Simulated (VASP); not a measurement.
A run of VASP 6.6.1 is set up as follows.

INCAR

```
SYSTEM = CdSe
PREC = Accurate
ENCUT = 520
EDIFF = 1E-7
ISMEAR = 0
SIGMA = 0.01
LREAL = .FALSE.
LASPH = .TRUE.
NELM = 60
ALGO = Normal
ISIF = 2
LWAVE = .FALSE.
LCHARG = .FALSE.
GGA = PE
NBANDS = 16
```

KPOINTS

```
Automatic mesh
0
G
  6 6 6
  0 0 0
```

POSCAR

```
CdSe
1.0
    0.0000000000      3.0702700000      3.0702700000
    3.0702700000      0.0000000000      3.0702700000
    3.0702700000      3.0702700000      0.0000000000
Cd Se
1 1
Direct
    0.0000000000      0.0000000000      0.0000000000
    0.7418573936      0.7581426064      0.7418573936
```

Potentials or basis: VASP PAW PBE potentials, release 64 (Cd, Se).

Run with:

```console
$ cat potpaw_PBE.64/Cd/POTCAR potpaw_PBE.64/Se/POTCAR > POTCAR
$ mpirun -np 1 vasp_std > vasp.out
```

**Question.** Estimate the largest force.

**Answer.** 0.231 eV/Å.

**Question.** Predict the band gap on the k mesh.

**Answer.** 0.52 eV, direct.

Forces on the atoms (eV/Å):
```
Cd   0.000 -0.231  0.000
Se   0.000  0.231  0.000
```
